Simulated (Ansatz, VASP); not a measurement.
# One calculation of Sb, two programs

```
Sb
1.0
     4.06868    0.00000    0.00000
    -2.03434    3.52358    0.00000
     0.00000    0.00000   20.80003
Sb
4
Direct
  0.33333 0.66667 0.29567
  0.66667 0.33333 0.21635
  0.66667 0.00000 0.56010
  0.33333 0.33333 0.48077
```

Alike in both runs: task single point; functional PBE; dispersion D3(BJ); k mesh 9 × 9 × 1; occupations gaussian, width 0.05 eV; no spin polarisation.

|  | VASP | Ansatz |
| --- | --- | --- |
| version | VASP 6.6.1 | Ansatz 0.2.0 |
| potentials or method | VASP PAW PBE potentials, release 64 (Sb_d_GW), cutoff 400 eV | scalar-relativistic, plane waves, PAW |
| valence electrons in the cell | 60 | 60 |

```csv
,VASP,Ansatz,Ansatz less VASP
gap on the k mesh at the Fermi level (eV),0.87,0.87,-0.002
least direct gap on the mesh (eV),1.45,1.44,-0.001
rms of the force components (eV/Å),0.035,0.035,+0.0002
```

Atom by atom the forces differ by 0.001 eV/Å (rms over components).

Neither program's run includes spin-orbit coupling.
